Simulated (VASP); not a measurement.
Write the native input for VASP 6.6.1 that does the following.

| Item | Value |
| --- | --- |
| Task | single point |
| Functional | PBE |
| Dispersion | D3(BJ) |
| Potentials or basis | VASP PAW PBE potentials, release 64 (S, Mo_sv) |
| Cutoff | 520 eV |
| k mesh | 12 × 12 × 1 |
| Occupations | gaussian, width 0.1 eV |
| Spin | no spin polarisation |
| Dipole correction | yes |
| Further INCAR settings | ALGO = Normal; EDIFF = 1e-06; NBANDS = 35 |

The structure of MoS2 lies in POSCAR:

```
MoS2
1.0
    3.1346592662      0.0000000000      0.0000000000
   -1.5673296331      2.7146945567      0.0000000000
    0.0000000000      0.0000000000     23.9375765437
S Mo
4 2
Direct
    0.0000000000      0.0000000000      0.1879889550
    0.3333333333      0.6666666667      0.3224548758
    0.5555555556      0.4444444444      0.4452743264
    0.8888888889      1.1111111111      0.5797402472
    0.6666666667      0.3333333333      0.2552219154
    1.2222222222      0.7777777778      0.5125072868
```

The input as run:

INCAR

```
PREC = Accurate
ENCUT = 520
EDIFF = 1E-6
ISMEAR = 0
SIGMA = 0.1
LREAL = False
LASPH = True
NELM = 60
ALGO = Normal
ISIF = 2
LWAVE = False
LCHARG = True
LDIPOL = True
IDIPOL = 3
DIPOL = 0.5 0.5 0.384
GGA = PE
IVDW = 12
LELF = True
LVHAR = True
LVACPOTAV = True
NBANDS = 35
```

KPOINTS

```
regular mesh
0
Gamma
  12 12 1
```

Potentials or basis: VASP PAW PBE potentials, release 64 (S, Mo_sv).

Run with:

```console
$ cat potpaw_PBE.64/S/POTCAR potpaw_PBE.64/Mo_sv/POTCAR > POTCAR
$ mpirun -np 1 vasp_std > vasp.out
```

Results of the run:

```yaml
Largest_force: 0.091 eV/Å
Band_gap_on_the_k_mesh: zero (band 26 reaches 2.03 eV, above the bottom of band 27 at 1.55 eV)
Dispersion_energy_per_atom: -0.376 eV
```

Wall time 17 min on 1 thread of AMD EPYC 7R13 (shared host), peak memory 0.44 GiB.
